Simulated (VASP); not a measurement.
## Ba: single point with LDA

Ba:

```xyz
3
Lattice="6.3385 0.0000 0.0000 -3.1692 5.4893 0.0000 0.0000 0.0000 3.7943" Properties=species:S:1:pos:R:3 pbc="T T T"
Ba    0.0000    0.0000    0.0000
Ba    0.0000    3.6595    1.8971
Ba    3.1692    1.8298    1.8971
```

This isn't the form of Ba at room conditions, which is bcc.

* Program: VASP 6.6.1
* Task: single point
* Functional: LDA
* Potentials or basis: VASP PAW LDA potentials, release 64 (Ba_sv)
* Cutoff: 500 eV
* k mesh: 6 × 6 × 8
* Occupations: fermi-dirac, width 0.05 eV
* Spin: no spin polarisation

```json
{
 "Pressure": "2.6 GPa",
 "Band gap on the k mesh": "zero (bands 15 and 16 overlap by 1.15 eV)"
}
```

Levels at points of the mesh, in eV from the Fermi level:
```
           k point  band 12  band 13  band 14  band 15  band 16  band 17  band 18  band 19
(0.00, 0.00, 0.00)   -12.88    -2.74    -0.72     0.86     1.11     1.11     1.11     1.11
(0.50, 0.00, 0.00)   -12.93    -1.24    -1.00    -0.92     0.62     0.66     0.83     1.14
(0.00, 0.00, 0.50)   -13.13    -0.98    -0.98    -0.29    -0.29    -0.06     0.69     2.00
(0.50, 0.00, 0.50)   -13.03    -0.95    -0.60    -0.49    -0.07     0.73     0.97     1.35
```

Wall time 39 s on 1 thread of Intel(R) Xeon(R) 6975P-C (Granite Rapids), on a shared host, peak memory 0.23 GiB.

Caveat: spin-orbit coupling is left out, which moves the levels of the heavy elements.
